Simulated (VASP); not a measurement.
# Ge8N (a cell with a defect) in VASP: single point with PBE

Aim: the single point of Ge8N (a cell with a defect) with PBE.

Everything below comes from runs of VASP 6.6.1. Logs are shortened: lines on timing, memory, paths and dates and some standing lists are left out, and cuts for length are marked.

## 1. The cell of the first run

The cell holds a defect, 9 atoms: a = 5.762 Å, b = 5.762 Å, c = 5.762 Å, α = 90.00°, β = 90.00°, γ = 90.00°.

## 2. Single point, PBE

Contents of INCAR:

```
  PREC = Accurate
  ENCUT = 520
  EDIFF = 1E-6
  ISMEAR = 0
  SIGMA = 0.15
  LREAL = False
  LASPH = True
  NELM = 80
  ALGO = Fast
  ISIF = 2
  LWAVE = False
  LCHARG = False
  GGA = PE
  NBANDS = 68
```

Contents of KPOINTS:

```
Automatic mesh
0
Gamma
  6 6 6
```

Contents of POSCAR:

```
Ge8N
1.0
    5.7615827908      0.0000000000      0.0000000000
    0.0000000000     -5.7615827908      0.0000000000
    0.0000000000      0.0000000000     -5.7615827908
Ge N
8 1
Direct
    0.5000000000      0.0000000000      0.0000000000
    0.0000000000      0.5000000000      0.0000000000
    0.0000000000      0.0000000000      0.5000000000
    0.5000000000      0.5000000000      0.5000000000
    0.7500000000      0.7500000000      0.7500000000
    0.2500000000      0.2500000000      0.7500000000
    0.2500000000      0.7500000000      0.2500000000
    0.7500000000      0.2500000000      0.2500000000
    0.8333333333      0.5000000000      0.7500000000
```

Potentials or basis: VASP PAW PBE potentials, release 64 (Ge_d, N).

Command:

```bash
cat potpaw_PBE.64/Ge_d/POTCAR potpaw_PBE.64/N/POTCAR > POTCAR
mpirun -np 1 vasp_std > vasp.out
```

OUTCAR:

```text
PREC = Accurate
   ENCUT = 520
   EDIFF = 1E-6
   ISMEAR = 0
   LREAL = False
   LASPH = True
   NELM = 80
   ISIF = 2
   GGA = PE

 ion  position               nearest neighbor table
   1  0.500  0.000  0.000-   5 2.49   6 2.49   7 2.49   8 2.49
   2  0.000  0.500  0.000-   9 1.73   6 2.49   7 2.49   8 2.49   5 2.49
   3  0.000  0.000  0.500-   5 2.49   6 2.49   7 2.49   8 2.49
   4  0.500  0.500  0.500-   5 2.49   6 2.49   7 2.49   8 2.49
   5  0.750  0.750  0.750-   9 1.52   2 2.49   3 2.49   4 2.49   1 2.49
   6  0.250  0.250  0.750-   1 2.49   2 2.49   3 2.49   4 2.49
   7  0.250  0.750  0.250-   1 2.49   2 2.49   3 2.49   4 2.49
   8  0.750  0.250  0.250-   1 2.49   2 2.49   3 2.49   4 2.49
   9  0.833  0.500  0.750-   5 1.52   2 1.73

  LATTYP: Found a simple cubic cell.
 ALAT       =     5.7615827908

  Lattice vectors:

 A1 = (   5.7615827908,   0.0000000000,   0.0000000000)
 A2 = (   0.0000000000,  -5.7615827908,   0.0000000000)
 A3 = (   0.0000000000,   0.0000000000,  -5.7615827908)

Analysis of symmetry for initial positions (statically):
=====================================================================
 Subroutine PRICEL returns:
 Original cell was already a primitive cell.

 Routine SETGRP: Setting up the symmetry group for a
 simple cubic supercell.

 Subroutine GETGRP returns: Found  1 space group operations
 (whereof  1 operations were pure point group operations)
 out of a pool of 48 trial point group operations.

The static configuration has the point symmetry C_1 .

Analysis of symmetry for dynamics (positions and initial velocities):
=====================================================================
 Subroutine PRICEL returns:
 Original cell was already a primitive cell.

 Routine SETGRP: Setting up the symmetry group for a
 simple cubic supercell.

 Subroutine GETGRP returns: Found  1 space group operations
 (whereof  1 operations were pure point group operations)
 out of a pool of 48 trial point group operations.

The dynamic configuration has the point symmetry C_1 .

 Subroutine INISYM returns: Found  1 space group operations
 (whereof  1 operations are pure point group operations),
 and found     1 'primitive' translations

----------------------------------------------------------------------------------------

                                     Primitive cell

  volume of cell :     191.2606

  direct lattice vectors                    reciprocal lattice vectors
     5.761582791  0.000000000  0.000000000     0.173563418  0.000000000  0.000000000
     0.000000000 -5.761582791  0.000000000     0.000000000 -0.173563418  0.000000000
     0.000000000  0.000000000 -5.761582791     0.000000000  0.000000000 -0.173563418

  length of vectors
     5.761582791  5.761582791  5.761582791     0.173563418  0.173563418  0.173563418

  position of ions in fractional coordinates (direct lattice)
     0.500000000  0.000000000  0.000000000
     0.000000000  0.500000000  0.000000000
     0.000000000  0.000000000  0.500000000
     0.500000000  0.500000000  0.500000000
     0.750000000  0.750000000  0.750000000
     0.250000000  0.250000000  0.750000000
     0.250000000  0.750000000  0.250000000
     0.750000000  0.250000000  0.250000000
     0.833333333  0.500000000  0.750000000

  ion indices of the primitive-cell ions
   primitive index   ion index
                 1           1
                 2           2
                 3           3
                 4           4
                 5           5
                 6           6
                 7           7
                 8           8
                 9           9

----------------------------------------------------------------------------------------

 KPOINTS: Automatic mesh

Automatic generation of k-mesh.
 Grid dimensions read from file:
 generate k-points for:    6    6    6

 Generating k-lattice:

  Cartesian coordinates                     Fractional coordinates (reciprocal lattice)
     0.028927236  0.000000000  0.000000000     0.166666667  0.000000000  0.000000000
     0.000000000 -0.028927236  0.000000000     0.000000000  0.166666667  0.000000000
     0.000000000  0.000000000 -0.028927236     0.000000000  0.000000000  0.166666667

  Length of vectors
     0.028927236  0.028927236  0.028927236

  Shift w.r.t. Gamma in fractional coordinates (k-lattice)
     0.000000000  0.000000000  0.000000000

 Subroutine IBZKPT returns following result:
 ===========================================

 Found    112 irreducible k-points:

 Following reciprocal coordinates:
            Coordinates               Weight
  0.000000  0.000000  0.000000      1.000000
  0.166667  0.000000  0.000000      2.000000
  0.000000  0.166667  0.000000      2.000000
  0.000000  0.000000  0.166667      2.000000
  0.333333  0.000000  0.000000      2.000000
  0.000000  0.333333  0.000000      2.000000
[... 16 lines left out ...]
  0.000000 -0.333333  0.166667      2.000000
 -0.166667  0.000000  0.333333      2.000000
 [... further k-points ...]
   k-points           NKPTS =    112   k-points in BZ     NKDIM =    112   number of bands    NBANDS=     68
   number of dos      NEDOS =    301   number of ions     NIONS =      9
   total plane-waves  NPLWV = 110592
   dimension x,y,z NGX =    48 NGY =   48 NGZ =   48
   dimension x,y,z NGXF=    96 NGYF=   96 NGZF=   96
   ions per type =               8   1
   NGX,Y,Z   is equivalent  to a cutoff of  13.85, 13.85, 13.85 a.u.
   NGXF,Y,Z  is equivalent  to a cutoff of  27.70, 27.70, 27.70 a.u.
 SYSTEM =  unknown system
   PREC   = accura    normal or accurate (medium, high low for compatibility)
   ISTART =      0    job   : 0-new  1-cont  2-samecut
   ICHARG =      2    charge: 1-file 2-atom 10-const
   ISPIN  =      1    spin polarized calculation?
   LNONCOLLINEAR =      F non collinear calculations
   LSORBIT =      F    spin-orbit coupling
   LASPH  =      T    aspherical Exc in radial PAW
   ENCUT  =  520.0 eV  38.22 Ry    6.18 a.u.  10.71 10.71 10.71*2*pi/ulx,y,z
   NELM   =     80;   NELMIN=  2; NELMDL= -5     # of ELM steps
   EDIFF  = 0.1E-05   stopping-criterion for ELM
   LREAL  =      F    real-space projection
   EDIFFG = 0.1E-04   stopping-criterion for IOM
   NSW    =      0    number of steps for IOM
   IBRION =     -1    ionic relax: 0-MD 1-quasi-New 2-CG
   NFREE  =      0    steps in history (QN), initial steepest desc. (CG)
   ISIF   =      2    stress and relaxation
   ISYM   =      2    0-nonsym 1-usesym 2-fastsym
   POTIM  = 0.5000    time-step for ionic-motion
   TEBEG  =    0.0;   TEEND  =   0.0 temperature during run
   PSTRESS=    0.0 pullay stress
   NELECT =     117.0000    total number of electrons
   NUPDOWN=      -1.0000    fix difference up-down
   EMIN   =  10.00;   EMAX   =-10.00  energy-range for DOS
   EFERMI =   0.00;   METHOD = LEGACY
   ISMEAR =     0;   SIGMA  =   0.15  broadening in eV -4-tet -1-fermi 0-gaus
   EFERMI_NEDOS =   21; number of points for ismear=-14 and -15
   IALGO  =     68    algorithm
   IMIX   =      4    mixing-type and parameters
     AMIX     =   0.40;   BMIX     =  1.00
     AMIX_MAG =   1.60;   BMIX_MAG =  1.00
  volume/ion in A,a.u.               =      21.25       143.41
  Fermi-wavevector in a.u.,A,eV,Ry     =   1.389723  2.626196 26.277348  1.931331
  Thomas-Fermi vector in A             =   2.513727
   LORBIT       =      0    0 simple, 1 ext, 2 COOP (PROOUT), +10 PAW based schemes
   GGA     = PE    functional components
   LHFCALC =     F    Hartree Fock is set to
   AEXX    =    0.0000 exact exchange contribution
   IVDW    =     0    specifies the selected vdW correction
   LEPSILON=     F    determine dielectric tensor
   LRPA    =     F    only Hartree local field effects (RPA)
 non-spin polarized calculation
 RMM-DIIS sequential band-by-band and
 Gauss-broadening in eV      SIGMA  =   0.15
  energy-cutoff  :      520.00
  volume of cell :      191.26
 maximum number of plane-waves:      5232
 NGX is ok and might be reduce to    48
   NGX = 21   NGY = 21   NGZ = 21

 number of electron     117.0000013 magnetization

 Free energy of the ion-electron system (eV)
  ---------------------------------------------------
  ext. energy  EPLUGINS =         0.00000000
  ---------------------------------------------------
  free energy    TOTEN  =       -39.09224921 eV

  energy without entropy =      -39.05070347  energy(sigma->0) =      -39.07147634

 E-fermi :   4.4564     XC(G=0):  -9.9087

 val. band max:        4.4365620291   @ k =  -0.1667   0.0000   0.3333
 cond. band min:       4.4573983772   @ k =   0.1667   0.1667   0.0000
 fundamental gap:      0.0208363481
 Fermi energy:         4.4564470884

 k-point     1 :       0.0000    0.0000    0.0000
  band No.  band energies     occupation
      1     -20.8528      2.00000
      2     -20.3572      2.00000
      3     -20.2704      2.00000
      4     -20.2420      2.00000
      5     -20.2136      2.00000
      6     -20.1966      2.00000
[... 60 lines left out ...]
     67       7.6710      0.00000
     68       8.9909      0.00000

 k-point     2 :       0.1667    0.0000    0.0000
  band No.  band energies     occupation
      1     -20.8528      2.00000
      2     -20.3573      2.00000
      3     -20.2707      2.00000
      4     -20.2421      2.00000
      5     -20.2138      2.00000
      6     -20.1966      2.00000
[... 60 lines left out ...]
     67       7.8334      0.00000
     68       8.7974      0.00000

 k-point     3 :       0.0000    0.1667    0.0000
  band No.  band energies     occupation
      1     -20.8528      2.00000
      2     -20.3573      2.00000
      3     -20.2707      2.00000
      4     -20.2422      2.00000
      5     -20.2136      2.00000
      6     -20.1966      2.00000
[... 1480 lines left out ...]
     67       8.7201      0.00000
     68       9.0696      0.00000

 k-point    24 :      -0.1667    0.0000    0.3333
  band No.  band energies     occupation
      1     -20.8528      2.00000
      2     -20.3574      2.00000
      3     -20.2709      2.00000
      4     -20.2427      2.00000
      5     -20.2145      2.00000
      6     -20.1972      2.00000
[... 60 lines left out ...]
     67       8.7085      0.00000
     68       9.1712      0.00000

 [... further k-points ...]

------------------------ aborting loop because EDIFF is reached ----------------------------------------

  FORCE on cell =-STRESS in cart. coord.  units (eV):
  Direction    XX          YY          ZZ          XY          YZ          ZX
  --------------------------------------------------------------------------------------
  -------------------------------------------------------------------------------------
  Total        9.6215342     23.4097323      8.7524826      8.8537992     -3.2680073     -5.9135797
  in kB       80.5989700    196.1018129     73.3189808     74.1677032    -27.3758860    -49.5376749
  external PRESSURE =     116.6732546 kB  Pullay stress =       0.0000000 kB

 VOLUME and BASIS-vectors are now :
 -----------------------------------------------------------------------------
  energy-cutoff  :      520.00
  volume of cell :      191.26
      direct lattice vectors                 reciprocal lattice vectors
     5.761582791  0.000000000  0.000000000     0.173563418  0.000000000  0.000000000
     0.000000000 -5.761582791  0.000000000     0.000000000 -0.173563418  0.000000000
     0.000000000  0.000000000 -5.761582791     0.000000000  0.000000000 -0.173563418

 POSITION                                       TOTAL-FORCE (eV/Angst)
 -----------------------------------------------------------------------------------
      2.88079      0.00000      0.00000        -0.042535     -0.175874     -0.088260
      0.00000     -2.88079      0.00000         2.590918      2.193490     -3.557196
      0.00000      0.00000     -2.88079        -0.091925     -0.562340      0.193124
      2.88079     -2.88079     -2.88079        -0.829844      0.473928      0.623867
      4.32119     -4.32119     -4.32119        -5.199296    -14.167571      1.586254
      1.44040     -1.44040     -4.32119         0.596935      0.359796     -0.071257
      1.44040     -4.32119     -1.44040        -0.096219     -0.336116      0.072716
      4.32119     -1.44040     -1.44040         0.201528      0.148805     -0.402064
      4.80132     -2.88079     -4.32119         2.870438     12.065881      1.642817
 -----------------------------------------------------------------------------------
    total drift:                                0.000055      0.000027     -0.000087

  FREE ENERGIE OF THE ION-ELECTRON SYSTEM (eV)
  ---------------------------------------------------
  free  energy   TOTEN  =       -39.0922492060 eV

  energy  without entropy=      -39.0507034729  energy(sigma->0) =      -39.07147634
```

It took 51 min on 1 thread of Oxide Virtual Turin-like, shared host; peak memory 0.98 GiB.

Results:

```
Free energy            : -39.0922 eV
Pressure               : 11.7 GPa
Largest force          : 15.175 eV/Å
Band gap on the k mesh : zero (an odd number of electrons rules out a gap without spin polarisation)
```

Forces in eV/Å, atoms in the order of the input:
```
Ge   -0.043  -0.176  -0.088
Ge    2.591   2.193  -3.557
Ge   -0.092  -0.562   0.193
Ge   -0.830   0.474   0.624
Ge   -5.199 -14.168   1.586
Ge    0.597   0.360  -0.071
Ge   -0.096  -0.336   0.073
Ge    0.202   0.149  -0.402
N     2.870  12.066   1.643
```

Stress tensor (GPa, compression positive):
```
 8.06  7.42 -4.95
 7.42 19.61 -2.74
-4.95 -2.74  7.33
```

Levels at points of the mesh, in eV from the Fermi level:
```csv
k point,band 55,band 56,band 57,band 58,band 59,band 60,band 61,band 62
"(0.00, 0.00, 0.00)",-1.71,-1.29,-0.77,-0.03,0.22,0.65,0.91,1.02
"(0.50, 0.00, 0.00)",-1.96,-1.81,-1.45,-1.10,-0.14,1.71,1.90,2.56
"(0.00, 0.50, 0.00)",-2.22,-1.59,-1.42,-0.91,0.25,1.44,2.05,2.48
"(0.00, 0.00, 0.50)",-2.18,-1.64,-1.51,-0.72,-0.15,1.60,1.89,2.55
"(0.50, 0.50, 0.00)",-1.88,-1.24,-1.09,-0.44,0.06,1.75,2.32,2.42
"(0.00, 0.50, 0.50)",-2.03,-1.17,-1.05,-0.69,0.24,1.92,2.32,2.48
"(0.50, 0.00, 0.50)",-1.43,-1.32,-1.06,-0.71,0.03,1.76,2.12,2.31
"(0.50, 0.50, 0.50)",-1.02,-0.97,-0.89,-0.64,-0.40,0.13,1.09,1.30
```

Caveat: an odd number of electrons without spin polarisation forces a metal; a magnetic or distorted state may lie lower.

The gap in the log of VASP goes by the Fermi energy; the results here count the filled bands.